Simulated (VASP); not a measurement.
Write the native input for VASP 6.6.1 that does the following.

```yaml
Task: single point
Functional: revPBE
Potentials_or_basis: VASP PAW PBE potentials, release 64 (Sn_d, Cl)
Cutoff: 520 eV
k_mesh: 7 × 7 × 3
Occupations: gaussian, width 0.05 eV
Spin: non-collinear spin, zero start, spin-orbit coupling
Starting_moments: "[[0.0, 0.0, 0.0], [0.0, 0.0, 0.0], [0.0, 0.0, 0.0], [0.0, 0.0, 0.0]] μB"
Dipole_correction: no
Further_INCAR_settings: ALGO = Normal; EDIFF = 1e-06; NBANDS = 56
```

The structure of SnCl lies in POSCAR:

```
SnCl
1.0
    3.5945187510      0.0000000000      0.0000000000
   -1.7972593755      3.1129445528      0.0000000000
    0.0000000000      0.0000000000     10.3936063453
Sn Cl
2 2
Direct
    0.6666666667      0.3333333333      0.8079871628
    0.3333333333      0.6666666667      0.3079871628
    0.6666666667      0.3333333333      0.5670138372
    0.3333333333      0.6666666667      0.0670138372
```

These files were run (other wordings do the same):

INCAR

```
SYSTEM = SnCl
ALGO = Normal
EDIFF = 1E-6
ENCUT = 520
GGA = RE
GGA_COMPAT = .FALSE.
ISIF = 2
ISMEAR = 0
LASPH = .TRUE.
LCHARG = .FALSE.
LORBIT = 11
LORBMOM = .TRUE.
LREAL = .FALSE.
LSORBIT = .TRUE.
LWAVE = .FALSE.
MAGMOM = 0 0 0 0 0 0 0 0 0 0 0 0
NBANDS = 56
NELM = 150
PREC = Accurate
SIGMA = 0.05
```

KPOINTS

```
k-points
0
G
  7 7 3
  0 0 0
```

Potentials or basis: VASP PAW PBE potentials, release 64 (Sn_d, Cl).

Command:

```bash
$ cat potpaw_PBE.64/Sn_d/POTCAR potpaw_PBE.64/Cl/POTCAR > POTCAR
$ mpirun -np 1 vasp_ncl > vasp.out
```

Results of the run:

```
Pressure                                              : -0.1 GPa
Net moment                                            : 0.00 μB per cell
Valence electrons inside the program's atomic spheres : Sn 12.01; Cl 5.12
```

Caveat: the PAW data sets were made with another functional, which shifts forces and pressure a little.

It took 11 min on 1 thread of Intel Xeon 8259CL, with other jobs on the host, peak memory 0.6 GiB.
